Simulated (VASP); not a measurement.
# InAs: relaxation of cell and atoms with PBE

InAs:

```xyz
2
Lattice="0.0000 3.0647 3.0647 3.0647 0.0000 3.0647 3.0647 3.0647 0.0000" Properties=species:S:1:pos:R:3 pbc="T T T"
In    4.5971    4.5971    4.5971
As    0.0000    0.0000    0.0000
```

- Program: VASP 6.6.1
- Task: relaxation of cell and atoms
- Functional: PBE
- Potentials or basis: VASP PAW PBE potentials, release 64 (In_d, As)
- Cutoff: 600 eV
- k mesh: 12 × 12 × 12
- Occupations: gaussian, width 0.1 eV
- Spin: no spin polarisation
- Target pressure: 3 GPa
- Dipole correction: no
- Further INCAR settings: ALGO = Normal; EDIFF = 1e-06; IBRION = 2; EDIFFG = -0.008; NSW = 70; ISIF = 3

| Property | Result |
| --- | --- |
| Relaxed volume | 28.07 Å³/atom |
| Relaxed cell | a = 4.298 Å, b = 4.298 Å, c = 4.298 Å, α = 60.00°, β = 60.00°, γ = 60.00° |
| Space group after relaxing (to 0.1 Å) | F-43m (No. 216) |
| Energy change on relaxing (the run minimises the enthalpy) | +10.0 meV/atom |
| Ionic steps | 3 |
| Pressure after relaxing | 3.0 GPa |
| Band gap on the k mesh | zero (filled and empty bands touch) |

Step by step:
| step | energy change (eV) | largest force (eV/Å) | pressure (GPa) | volume (Å³) |
| --- | --- | --- | --- | --- |
| 1 | 0.0000 | 0.0000 | 1.51 | 57.57 |
| 2 | 0.0365 | 0.0000 | 3.91 | 55.37 |
| 3 | 0.0200 | 0.0000 | 3.00 | 56.14 |

Final structure:
```
CELL_PARAMETERS angstrom
0.00000 3.03903 3.03903
3.03903 0.00000 3.03903
3.03903 3.03903 0.00000
ATOMIC_POSITIONS crystal
In 0.75000 0.75000 0.75000
As 0.00000 0.00000 0.00000
```

Levels at points of the mesh, in eV from the Fermi level:
| k point | band 6 | band 7 | band 8 | band 9 | band 10 | band 11 | band 12 | band 13 |
| --- | --- | --- | --- | --- | --- | --- | --- | --- |
| (0.00, 0.00, 0.00) | -11.82 | -0.33 | -0.06 | -0.06 | -0.06 | 3.84 | 3.84 | 3.84 |
| (0.50, 0.00, 0.00) | -10.40 | -5.75 | -1.03 | -1.03 | 0.86 | 4.61 | 4.61 | 6.78 |
| (0.50, 0.50, 0.00) | -9.88 | -5.83 | -2.33 | -2.33 | 1.51 | 2.00 | 9.02 | 9.10 |

Run time: 3.1 min on 1 thread of Intel Xeon 8259CL, with other jobs on the host, peak memory 0.26 GiB.

Caveat: the cell is relaxed towards a set pressure, so the run minimises the enthalpy, not the energy; semilocal functionals underestimate gaps, so a narrow gap can read as zero; spin-orbit coupling is left out, which moves the levels of the heavy elements.
